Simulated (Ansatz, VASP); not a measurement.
**Two plane-wave programs on Si5Ge**

```
Si Ge
1.0
     2.92475    0.00000    0.00000
    -1.46238    2.53291    0.00000
     0.00000    0.00000   12.72989
Si Ge
5 1
Direct
  0.66667 0.33333 0.84602
  0.66667 0.33333 0.15398
  0.33333 0.66667 0.68864
  0.33333 0.66667 0.00000
  0.33333 0.66667 0.31136
  0.66667 0.33333 0.50000
```

Alike in both runs: functional PBE; k mesh 6 × 6 × 2; occupations gaussian, width 0.1 eV; no spin polarisation.

Ansatz relaxed the structure, and its values are those at the end. VASP's run is a single point on that final structure, the one shown.

|  | VASP | Ansatz |
| --- | --- | --- |
| version | VASP 6.6.1 | Ansatz 0.2.0 |
| potentials or method | VASP PAW PBE potentials, release 64 (Si, Ge_d), cutoff 520 eV | scalar-relativistic, plane waves, PAW |
| valence electrons in the cell | 34 | 34 |

|  | VASP | Ansatz | Ansatz less VASP |
| --- | --- | --- | --- |
| gap on the k mesh at the Fermi level (eV) | none | none | - |
| pressure (GPa) | -0.1 | -0.1 | +0.02 |

A gap of «none» marks a metal or a gap that the smearing closes.

The k mesh is coarse, so the values compare programs but aren't converged.
